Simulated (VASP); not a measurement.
Crystal: Bi.

```
CELL_PARAMETERS angstrom
4.81904 0.00000 0.00000
0.00000 4.81904 0.00000
0.00000 0.00000 5.43915
ATOMIC_POSITIONS crystal
Bi 0.75319 0.75319 0.50000
Bi 0.24681 0.24681 0.50000
Bi 0.24681 0.75319 0.00000
Bi 0.75319 0.24681 0.00000
```

The cell was built from a structure type or drawn by symmetry, and may not be a known phase.

- Program: VASP 6.6.1
- Task: relaxation of cell and atoms
- Functional: PBE
- Potentials or basis: VASP PAW PBE potentials, release 64 (Bi_d)
- Cutoff: 600 eV
- k mesh: 4 × 4 × 4
- Occupations: gaussian, width 0.1 eV
- Spin: no spin polarisation

At the start: pressure 0.6 GPa; volume 31.58 Å³/atom.

Q: Where does the relaxation end?

A: Over 10 steps the energy falls by 19.1 meV/atom and the volume is 31.53 Å³/atom (-0.2 %); space group I4/mmm (No. 139, to 0.1 Å) before, Fm-3m (No. 225, to 0.1 Å).

The path:
```csv
step,energy change (eV),largest force (eV/Å),pressure (GPa),volume (Å³)
1,0.0000,0.0407,0.55,126.31
2,-0.0189,0.0620,-0.20,128.31
3,0.0024,0.0448,-2.37,134.03
4,-0.0252,0.0616,-1.09,130.43
5,-0.0256,0.0635,-0.92,130.00
6,-0.0336,0.0592,-0.99,129.86
7,-0.0510,0.0471,-1.04,129.47
8,-0.0686,0.0117,-1.05,128.50
9,-0.0760,0.0073,0.30,125.48
10,-0.0765,0.0105,-0.05,126.12
```

Final structure:
```yaml
crystal:
  lattice:
    - [5.02472, 0.00000, 0.00000]
    - [0.00000, 5.02472, 0.00000]
    - [0.00000, 0.00000, 4.99519]
  atoms:
    - { symbol: Bi, position: [0.75030, 0.75030, 0.50000] }
    - { symbol: Bi, position: [0.24971, 0.24971, 0.50000] }
    - { symbol: Bi, position: [0.24971, 0.75030, 0.00000] }
    - { symbol: Bi, position: [0.75030, 0.24971, 0.00000] }
```
